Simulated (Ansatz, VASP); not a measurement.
Rh in VASP and in Ansatz

```
Rh
1.0
     0.00000    1.90081    1.90081
     1.90081    0.00000    1.90081
     1.90081    1.90081    0.00000
Rh
1
Cartesian
  0.0000 0.0000 0.0000
```

Alike in both runs: task single point; functional r2SCAN; k mesh 14 × 14 × 14; occupations methfessel-paxton of order 1, width 0.6 eV; no spin polarisation.

```csv
,VASP,Ansatz
version,VASP 6.6.1,Ansatz 0.2.0
potentials or method,"VASP PAW PBE potentials, release 64 (Rh_sv_GW), cutoff 680 eV","plane waves (500 eV) with PAW, scalar-relativistic"
valence electrons in the cell,17,17
```

|  | VASP | Ansatz | Ansatz less VASP |
| --- | --- | --- | --- |
| pressure (GPa) | -0.2 | -0.3 | -0.06 |

VASP's potentials were made for PBE, not for r2SCAN. The functional is the same, so the differences come from potentials, cutoffs and numerics.
